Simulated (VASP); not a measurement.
Crystal: AsPt.

```xyz
4
Lattice="0.0000 3.3827 3.3827 3.3827 0.0000 3.3827 3.3827 3.3827 0.0000" Properties=species:S:1:pos:R:3 pbc="T T T"
As    3.3827    3.3827    3.3827
As    5.0741    5.0741    5.0741
Pt    0.0000    0.0000    0.0000
Pt    1.6914    1.6914    1.6914
```

- Program: VASP 6.6.1
- Task: relaxation of cell and atoms
- Functional: PBE
- Potentials or basis: VASP PAW PBE potentials, release 64 (As, Pt)
- Cutoff: 600 eV
- k mesh: 4 × 4 × 4
- Occupations: gaussian, width 0.1 eV
- Spin: no spin polarisation

At the start: pressure -13.7 GPa; volume 19.35 Å³/atom.

How do energy, volume and symmetry change on relaxing?

Over 4 steps the energy falls by 116.5 meV/atom and the volume is 16.97 Å³/atom (-12.3 %); space group Fd-3m (No. 227, to 0.1 Å) before and after.

The path:
```tsv
step	energy change (eV)	largest force (eV/Å)	pressure (GPa)	volume (Å³)
1	0.0000	0.0000	-13.66	77.42
2	0.0220	0.0000	23.46	60.36
3	-0.4657	0.0000	-0.44	68.08
4	-0.4659	0.0000	-0.05	67.90
```

Final structure:
```cif
data_structure
_symmetry_space_group_name_H-M 'P 1'
_symmetry_Int_Tables_number 1
_cell_length_a 4.5792
_cell_length_b 4.5792
_cell_length_c 4.5792
_cell_angle_alpha 60.000
_cell_angle_beta 60.000
_cell_angle_gamma 60.000
_cell_volume 67.90
loop_
_atom_site_label
_atom_site_type_symbol
_atom_site_fract_x
_atom_site_fract_y
_atom_site_fract_z
_atom_site_occupancy
As1 As 0.50000 0.50000 0.50000 1
As2 As 0.75000 0.75000 0.75000 1
Pt1 Pt 0.00000 0.00000 0.00000 1
Pt2 Pt 0.25000 0.25000 0.25000 1
```

Caveat: the k points lie up to 0.42 Å⁻¹ apart in the final cell, too coarse for converged energies and pressures of a metal.
